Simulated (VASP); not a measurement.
Wanted: the native input for a VASP 6.6.1 run.

| Quantity | Value |
| --- | --- |
| Task | electric field gradients |
| Functional | LDA |
| Potentials or basis | VASP PAW LDA potentials, release 64 (Y_sv, Hg) |
| Cutoff | 520 eV |
| k mesh | 11 × 11 × 11 |
| Occupations | fermi-dirac, width 0.08 eV |
| Spin | no spin polarisation |
| Dipole correction | no |
| Further INCAR settings | ALGO = Normal; EDIFF = 1e-08; NBANDS = 18 |

The structure of YHg lies in POSCAR:

```
YHg
1.0
    3.6572878460      0.0000000000      0.0000000000
    0.0000000000      3.6572878460      0.0000000000
    0.0000000000      0.0000000000      3.6572878460
Y Hg
1 1
Direct
    0.5000000000      0.5000000000      0.5000000000
    0.0000000000      0.0000000000      0.0000000000
```

This cell differs from its parent crystal: volume scaled by 0.98.

The input as run:

INCAR

```
PREC = Accurate ; ENCUT = 520
EDIFF = 1E-8 ; ISMEAR = -1
SIGMA = 0.08 ; LREAL = False
LASPH = True ; NELM = 80
ALGO = Normal ; ISIF = 2
LWAVE = False ; LCHARG = False
GGA = CA ; LEFG = True
NBANDS = 18
```

KPOINTS

```
regular mesh
0
Gamma
  11 11 11
```

Potentials or basis: VASP PAW LDA potentials, release 64 (Y_sv, Hg).

Command:

```console
$ cat potpaw_LDA.64/Y_sv/POTCAR potpaw_LDA.64/Hg/POTCAR > POTCAR
$ mpirun -np 1 vasp_std > vasp.out
```

Results of the run:

```yaml
Pressure: -1.9 GPa
```

Caveat: without QUAD_EFG the Cq values of the log hold for a quadrupole moment of 1 mb, not for the nuclei.

Run time: 16 s on 1 thread of Intel(R) Xeon(R) 6975P-C (Granite Rapids), on a shared host, peak memory 0.19 GiB.
